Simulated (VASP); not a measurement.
Here is a VASP 6.6.1 calculation.

INCAR

```
PREC     = Accurate       # precision mode
ENCUT    = 500            # plane-wave cutoff, eV
EDIFF    = 1E-6           # SCF threshold, eV
ISMEAR   = 0              # smearing method
SIGMA    = 0.01           # smearing width, eV
LREAL    = F              # projectors in reciprocal space
LASPH    = T              # aspherical terms in the spheres
NELM     = 200            # most SCF steps
ALGO     = Normal         # electronic algorithm
ISIF     = 2              # what is computed and relaxed
LWAVE    = F              # write WAVECAR
LCHARG   = F              # write CHGCAR
MAGMOM   = 0 0 0 0 0 0    # initial moments
LORBIT   = 11             # projections on sites
LSORBIT  = T              # spin-orbit coupling
GGA_COMPAT= F            
LORBMOM  = T            
GGA      = PS             # functional
NBANDS   = 28             # bands
```

The input KPOINTS:

```
Automatic mesh
0
Gamma
  6 6 6
```

Contents of POSCAR:

```
CsBr
1.0
    4.2401720674      0.0000000000      0.0000000000
    0.0000000000      4.2401720674      0.0000000000
    0.0000000000      0.0000000000      4.2401720674
Cs Br
1 1
Direct
    0.0000000000      0.0000000000      0.0000000000
    0.5000000000      0.5000000000      0.5000000000
```

Potentials or basis: VASP PAW PBE potentials, release 64 (Cs_sv, Br).

Command:

```console
$ cat potpaw_PBE.64/Cs_sv/POTCAR potpaw_PBE.64/Br/POTCAR > POTCAR
$ mpirun -np 1 vasp_ncl > vasp.out
```

(1) Predict the pressure.

(2) Predict the net moment.

Results:

(1) 0.1 GPa.

(2) 0.00 μB per cell.

Caveat: the PAW data sets were made with another functional, which shifts forces and pressure a little.
